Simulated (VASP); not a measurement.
AlO3:

```xyz
4
Lattice="-1.6178 1.6178 3.6138 1.6178 -1.6178 3.6138 1.6178 1.6178 -3.6138" Properties=species:S:1:pos:R:3 pbc="T T T"
Al    0.0000    0.0000    0.0000
O     0.0000    0.0000    3.6138
O     1.6178    0.0000    1.8069
O     0.0000    1.6178    1.8069
```

Base run:

* Program: VASP 6.6.1
* Functional: r2SCAN
* Potentials or basis: VASP PAW PBE potentials, release 64 (Al, O)
* Cutoff: 660 eV
* k mesh: 8 × 8 × 8
* Occupations: gaussian, width 0.1 eV
* Spin: no spin polarisation

Its results: pressure -28.9 GPa.

**Question.** The run is repeated on the same cell with these changes: spin from no spin polarisation to collinear spin, ferromagnetic start; further incar settings from ALGO = Normal; EDIFF = 1e-06; NBANDS = 18 to ALGO = Normal; EDIFF = 1e-06; NBANDS = 22. What comes out?

**Answer.** Pressure -20.4 GPa; net moment 3.00 μB per cell; site moments Al -0.06; O +0.73, +1.03 μB.

Caveats: the PAW data sets were made with another functional, which shifts forces and pressure a little; an odd number of electrons without spin polarisation forces a metal (some runs); a magnetic or distorted state may lie lower (some runs).
